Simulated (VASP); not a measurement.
# SiAu2O3 (P-3m1) in VASP: notebook

The runs below take SiAu2O3 through single point, with r2SCAN+rVV10.

All numbers are computed with VASP 6.6.1; they aren't measurements. Logs are shortened: lines on timing, memory, paths and dates and some standing lists are left out, and cuts for length are marked.

### Step 1. The cell of the first run

It takes space group P-3m1 (No. 164, trigonal). Conventional cell: a = 2.758 Å, b = 2.758 Å, c = 11.731 Å, α = 90.00°, β = 90.00°, γ = 120.00°. Si (site symmetry -3m) has 6 O at 1.82 Å within 2.4 Å. Au (site symmetry 3m) has 3 O at 2.35 Å and 6 Au at 2.76 Å within 3.1 Å. Within 2.4 Å of O (site symmetry 3m) lie 3 Si at 1.82 Å and 3 O at 2.37 Å. Within 3.1 Å of O (site symmetry -3m) lie 6 Au at 2.35 Å and 6 O at 2.76 Å.

### Step 2. Single point, r2SCAN+rVV10

Contents of POSCAR:

```
SiAu2O3
1.0
    2.7582034768      0.0000000000      0.0000000000
   -1.3791017384      2.3886742797      0.0000000000
    0.0000000000      0.0000000000     11.7310590844
Si Au O
1 2 3
Direct
    0.0000000000      0.0000000000      0.0000000000
    0.3333333333      0.6666666667      0.6467405482
    0.6666666667      0.3333333333      0.3532594518
    0.3333333333      0.6666666667      0.0748337997
    0.6666666667      0.3333333333      0.9251662003
    0.0000000000      0.0000000000      0.5000000000
```

Contents of INCAR.step1:

```
SYSTEM = SiAu2O3
ALGO     = Normal         ! electronic algorithm
EDIFF    = 1E-4           ! SCF threshold, eV
ENCUT    = 520            ! plane-wave cutoff, eV
GGA      = PE             ! functional
ISMEAR   = -1             ! smearing method
LASPH    = .TRUE.         ! aspherical terms in the spheres
LCHARG   = .FALSE.        ! write CHGCAR
LREAL    = .FALSE.        ! projectors in reciprocal space
LWAVE    = .TRUE.         ! write WAVECAR
NBANDS   = 31             ! bands
NELM     = 80             ! most SCF steps
PREC     = Accurate       ! precision mode
SIGMA    = 0.03           ! smearing width, eV
```

Contents of INCAR.step2:

```
SYSTEM = SiAu2O3
ALGO     = Normal         ! electronic algorithm
BPARAM   = 11.95        
CPARAM   = 0.0093       
EDIFF    = 1E-6           ! SCF threshold, eV
ENCUT    = 520            ! plane-wave cutoff, eV
ISIF     = 2              ! what is computed and relaxed
ISMEAR   = -1             ! smearing method
ISTART   = 1            
IVDW_NL  = 2            
LASPH    = .TRUE.         ! aspherical terms in the spheres
LCHARG   = .FALSE.        ! write CHGCAR
LMIXTAU  = .TRUE.       
LREAL    = .FALSE.        ! projectors in reciprocal space
LUSE_VDW = .TRUE.       
LWAVE    = .FALSE.        ! write WAVECAR
METAGGA  = R2SCAN         ! meta-GGA
NBANDS   = 31             ! bands
NELM     = 80             ! most SCF steps
PREC     = Accurate       ! precision mode
SIGMA    = 0.03           ! smearing width, eV
```

Contents of KPOINTS:

```
k-points
0
G
  12 12 2
  0 0 0
```

Potentials or basis: VASP PAW PBE potentials, release 64 (Si, Au, O).

Command:

```console
cat potpaw_PBE.64/Si/POTCAR potpaw_PBE.64/Au/POTCAR potpaw_PBE.64/O/POTCAR > POTCAR
cp INCAR.step1 INCAR
mpirun -np 1 vasp_std > vasp.out
cp INCAR.step2 INCAR
mpirun -np 1 vasp_std > vasp.out
```

OUTCAR:

```text
SYSTEM = SiAu2O3
   BPARAM = 11.95
   EDIFF = 1E-6
   ENCUT = 520
   ISIF = 2
   ISMEAR = -1
   ISTART = 1
   IVDW_NL = 2
   LASPH = .TRUE.
   LREAL = .FALSE.
   METAGGA = R2SCAN
   NELM = 80
   PREC = Accurate

 ion  position               nearest neighbor table
   1  0.000  0.000  0.000-   4 1.82   5 1.82   4 1.82   5 1.82   5 1.82   4 1.82
   2  0.333  0.667  0.647-   6 2.35   6 2.35   6 2.35
   3  0.667  0.333  0.353-   6 2.35   6 2.35   6 2.35
   4  0.333  0.667  0.075-   1 1.82   1 1.82   1 1.82
   5  0.667  0.333  0.925-   1 1.82   1 1.82   1 1.82
   6  0.000  0.000  0.500-   2 2.35   3 2.35   2 2.35   3 2.35   3 2.35   2 2.35

  LATTYP: Found a hexagonal cell.
 ALAT       =     2.7582034768
 C/A-ratio  =     4.2531521634

  Lattice vectors:

 A1 = (   2.7582034768,   0.0000000000,   0.0000000000)
 A2 = (  -1.3791017384,   2.3886742797,   0.0000000000)
 A3 = (   0.0000000000,   0.0000000000,  11.7310590844)

Analysis of symmetry for initial positions (statically):
=====================================================================
 Subroutine PRICEL returns:
 Original cell was already a primitive cell.

 Routine SETGRP: Setting up the symmetry group for a
 hexagonal supercell.

 Subroutine GETGRP returns: Found 12 space group operations
 (whereof 12 operations were pure point group operations)
 out of a pool of 24 trial point group operations.

The static configuration has the point symmetry D_3d.

Analysis of symmetry for dynamics (positions and initial velocities):
=====================================================================
 Subroutine PRICEL returns:
 Original cell was already a primitive cell.

 Routine SETGRP: Setting up the symmetry group for a
 hexagonal supercell.

 Subroutine GETGRP returns: Found 12 space group operations
 (whereof 12 operations were pure point group operations)
 out of a pool of 24 trial point group operations.

The dynamic configuration has the point symmetry D_3d.

 Subroutine INISYM returns: Found 12 space group operations
 (whereof 12 operations are pure point group operations),
 and found     1 'primitive' translations

----------------------------------------------------------------------------------------

                                     Primitive cell

  volume of cell :      77.2895

  direct lattice vectors                    reciprocal lattice vectors
     2.758203477  0.000000000  0.000000000     0.362554833  0.209321130  0.000000000
    -1.379101738  2.388674280  0.000000000     0.000000000  0.418642260  0.000000000
     0.000000000  0.000000000 11.731059084     0.000000000  0.000000000  0.085243795

  length of vectors
     2.758203477  2.758203477 11.731059084     0.418642260  0.418642260  0.085243795

  position of ions in fractional coordinates (direct lattice)
     0.000000000  0.000000000  0.000000000
     0.333333333  0.666666667  0.646740548
     0.666666667  0.333333333  0.353259452
     0.333333333  0.666666667  0.074833800
     0.666666667  0.333333333  0.925166200
     0.000000000  0.000000000  0.500000000

  ion indices of the primitive-cell ions
   primitive index   ion index
                 1           1
                 2           2
                 3           3
                 4           4
                 5           5
                 6           6

----------------------------------------------------------------------------------------

 KPOINTS: k-points

Automatic generation of k-mesh.
 Grid dimensions read from file:
 generate k-points for:   12   12    2

 Generating k-lattice:

  Cartesian coordinates                     Fractional coordinates (reciprocal lattice)
     0.030212903  0.017443428  0.000000000     0.083333333  0.000000000  0.000000000
     0.000000000  0.034886855  0.000000000     0.000000000  0.083333333  0.000000000
     0.000000000  0.000000000  0.042621898     0.000000000  0.000000000  0.500000000

  Length of vectors
     0.034886855  0.034886855  0.042621898

  Shift w.r.t. Gamma in fractional coordinates (k-lattice)
     0.000000000  0.000000000  0.000000000

 Subroutine IBZKPT returns following result:
 ===========================================

 Found     38 irreducible k-points:

 Following reciprocal coordinates:
            Coordinates               Weight
  0.000000  0.000000  0.000000      1.000000
  0.083333  0.000000  0.000000      6.000000
  0.166667  0.000000  0.000000      6.000000
  0.250000  0.000000  0.000000      6.000000
  0.333333  0.000000  0.000000      6.000000
  0.416667 -0.000000  0.000000      6.000000
[... 16 lines left out ...]
  0.250000  0.000000  0.500000      6.000000
  0.333333  0.000000  0.500000      6.000000
 [... further k-points ...]
   k-points           NKPTS =     38   k-points in BZ     NKDIM =     38   number of bands    NBANDS=     31
   number of dos      NEDOS =    301   number of ions     NIONS =      6
   total plane-waves  NPLWV =  51840
   dimension x,y,z NGX =    24 NGY =   24 NGZ =   90
   dimension x,y,z NGXF=    48 NGYF=   48 NGZF=  180
   ions per type =               1   2   3
   NGX,Y,Z   is equivalent  to a cutoff of  14.47, 14.47, 12.75 a.u.
   NGXF,Y,Z  is equivalent  to a cutoff of  28.93, 28.93, 25.51 a.u.
 SYSTEM =  SiAu2O3
   PREC   = accura    normal or accurate (medium, high low for compatibility)
   ISTART =      1    job   : 0-new  1-cont  2-samecut
   ICHARG =      0    charge: 1-file 2-atom 10-const
   ISPIN  =      1    spin polarized calculation?
   LNONCOLLINEAR =      F non collinear calculations
   LSORBIT =      F    spin-orbit coupling
   LASPH  =      T    aspherical Exc in radial PAW
   ENCUT  =  520.0 eV  38.22 Ry    6.18 a.u.   5.13  5.13 21.81*2*pi/ulx,y,z
   NELM   =     80;   NELMIN=  2; NELMDL=  0     # of ELM steps
   EDIFF  = 0.1E-05   stopping-criterion for ELM
   LREAL  =      F    real-space projection
   EDIFFG = 0.1E-04   stopping-criterion for IOM
   NSW    =      0    number of steps for IOM
   IBRION =     -1    ionic relax: 0-MD 1-quasi-New 2-CG
   NFREE  =      0    steps in history (QN), initial steepest desc. (CG)
   ISIF   =      2    stress and relaxation
   ISYM   =      2    0-nonsym 1-usesym 2-fastsym
   POTIM  = 0.5000    time-step for ionic-motion
   TEBEG  =    0.0;   TEEND  =   0.0 temperature during run
   PSTRESS=    0.0 pullay stress
   NELECT =      44.0000    total number of electrons
   NUPDOWN=      -1.0000    fix difference up-down
   EMIN   =  10.00;   EMAX   =-10.00  energy-range for DOS
   EFERMI =   0.00;   METHOD = LEGACY
   ISMEAR =    -1;   SIGMA  =   0.03  broadening in eV -4-tet -1-fermi 0-gaus
   EFERMI_NEDOS =   21; number of points for ismear=-14 and -15
   IALGO  =     38    algorithm
   IMIX   =      4    mixing-type and parameters
     AMIX     =   0.40;   BMIX     =  1.00
     AMIX_MAG =   1.60;   BMIX_MAG =  1.00
  volume/ion in A,a.u.               =      12.88        86.93
  Fermi-wavevector in a.u.,A,eV,Ry     =   1.356810  2.563998 25.047404  1.840932
  Thomas-Fermi vector in A             =   2.483781
   LORBIT       =      0    0 simple, 1 ext, 2 COOP (PROOUT), +10 PAW based schemes
   METAGGA = R2SCAN    functional components
   LHFCALC =     F    Hartree Fock is set to
   AEXX    =    0.0000 exact exchange contribution
   IVDW_NL    =     2    kernel type
   BPARAM     =11.9500
   IVDW    =     0    specifies the selected vdW correction
   LEPSILON=     F    determine dielectric tensor
   LRPA    =     F    only Hartree local field effects (RPA)
 non-spin polarized calculation
  energy-cutoff  :      520.00
  volume of cell :       77.29
 maximum number of plane-waves:      2100
 NGX is ok and might be reduce to    24
   NGX = 11   NGY = 11   NGZ = 43

 number of electron      44.0000001 magnetization

 Free energy of the ion-electron system (eV)
  ---------------------------------------------------
  ext. energy  EPLUGINS =         0.00000000
  ---------------------------------------------------
  free energy    TOTEN  =      -132.29664225 eV

  energy without entropy =     -132.28555713  energy(sigma->0) =     -132.29109969

 E-fermi :   6.2658     XC(G=0): -11.9250

 val. band max:        6.2478210378   @ k =   0.0833   0.0000   0.0000
 cond. band min:       6.2851357190   @ k =   0.4167  -0.0000   0.0000
 fundamental gap:      0.0373146812
 Fermi energy:         6.2658272875

 k-point     1 :       0.0000    0.0000    0.0000
  band No.  band energies     occupation
      1     -19.3927      2.00000
      2     -15.5463      2.00000
      3     -13.3634      2.00000
      4      -2.4508      2.00000
      5      -1.9355      2.00000
      6      -0.9050      2.00000
[... 23 lines left out ...]
     30      16.3123      0.00000
     31      19.1138      0.00000

 k-point     2 :       0.0833    0.0000    0.0000
  band No.  band energies     occupation
      1     -19.2786      2.00000
      2     -15.5120      2.00000
      3     -13.2987      2.00000
      4      -2.2219      2.00000
      5      -1.8921      2.00000
      6      -0.6738      2.00000
[... 23 lines left out ...]
     30      16.5610      0.00000
     31      19.3343      0.00000

 k-point     3 :       0.1667    0.0000    0.0000
  band No.  band energies     occupation
      1     -18.9460      2.00000
      2     -15.4273      2.00000
      3     -13.1181      2.00000
      4      -2.0243      2.00000
      5      -1.7031      2.00000
      6      -1.5829      2.00000
[... 23 lines left out ...]
     30      17.2416      0.00000
     31      18.3098      0.00000

 k-point     4 :       0.2500    0.0000    0.0000
  band No.  band energies     occupation
      1     -18.4255      2.00000
      2     -15.3472      2.00000
      3     -12.8610      2.00000
      4      -3.3092      2.00000
      5      -2.0950      2.00000
      6      -1.0235      2.00000
[... 635 lines left out ...]
     30      17.2416      0.00000
     31      18.0874      0.00000

 k-point    23 :       0.2500    0.0000    0.5000
  band No.  band energies     occupation
      1     -18.4255      2.00000
      2     -15.3472      2.00000
      3     -12.8609      2.00000
      4      -3.3090      2.00000
      5      -2.0965      2.00000
      6      -1.0249      2.00000
[... 23 lines left out ...]
     30      17.5622      0.00000
     31      18.1374      0.00000

 k-point    24 :       0.3333    0.0000    0.5000
  band No.  band energies     occupation
      1     -17.7786      2.00000
      2     -15.3559      2.00000
      3     -12.5891      2.00000
      4      -4.5137      2.00000
      5      -2.7666      2.00000
      6      -1.3006      2.00000
[... 23 lines left out ...]
     30      17.4558      0.00000
     31      17.8399      0.00000

 [... further k-points ...]

------------------------ aborting loop because EDIFF is reached ----------------------------------------

  FORCE on cell =-STRESS in cart. coord.  units (eV):
  Direction    XX          YY          ZZ          XY          YZ          ZX
  --------------------------------------------------------------------------------------
  -------------------------------------------------------------------------------------
  Total        0.5618867      0.5618867      0.2038044      0.0000000      0.0000000      0.0000000
  in kB       11.6476662     11.6476662      4.2247769      0.0000000      0.0000000      0.0000000
  external PRESSURE =       9.1733698 kB  Pullay stress =       0.0000000 kB

 VOLUME and BASIS-vectors are now :
 -----------------------------------------------------------------------------
  energy-cutoff  :      520.00
  volume of cell :       77.29
      direct lattice vectors                 reciprocal lattice vectors
     2.758203477  0.000000000  0.000000000     0.362554833  0.209321130  0.000000000
    -1.379101738  2.388674280  0.000000000     0.000000000  0.418642260  0.000000000
     0.000000000  0.000000000 11.731059084     0.000000000  0.000000000  0.085243795

 POSITION                                       TOTAL-FORCE (eV/Angst)
 -----------------------------------------------------------------------------------
      0.00000      0.00000      0.00000        -0.000000      0.000000      0.000000
     -0.00000      1.59245      7.58695        -0.000000     -0.000000      0.066700
      1.37910      0.79622      4.14411        -0.000000      0.000000     -0.066700
     -0.00000      1.59245      0.87788         0.000000     -0.000000      0.013901
      1.37910      0.79622     10.85318        -0.000000      0.000000     -0.013901
      0.00000      0.00000      5.86553        -0.000000      0.000000      0.000000
 -----------------------------------------------------------------------------------
    total drift:                                0.000000     -0.000000      0.000000

  FREE ENERGIE OF THE ION-ELECTRON SYSTEM (eV)
  ---------------------------------------------------
  free  energy   TOTEN  =      -132.2966422538 eV

  energy  without entropy=     -132.2855571296  energy(sigma->0) =     -132.29109969
```

Wall time 8.6 min (1 thread of Intel Xeon Platinum 8375C at 2.90GHz (Ice Lake), shared host); peak memory 0.48 GiB.

Results:

* Free energy: -132.2966 eV
* Pressure: 0.9 GPa
* Largest force: 0.067 eV/Å
* Band gap on the k mesh: zero (bands 22 and 23 overlap by 0.79 eV)

Forces in eV/Å, atoms in the order of the input:
```
Si   0.000  0.000  0.000
Au   0.000  0.000  0.067
Au   0.000  0.000 -0.067
O    0.000  0.000  0.014
O    0.000  0.000 -0.014
O    0.000  0.000  0.000
```

Caveat: the PAW data sets were made with another functional, which shifts forces and pressure a little; spin-orbit coupling is left out, which moves the levels of the heavy elements.

(Continued in part 2 of 2.)

The gap in the log of VASP goes by the Fermi energy; the results here count the filled bands.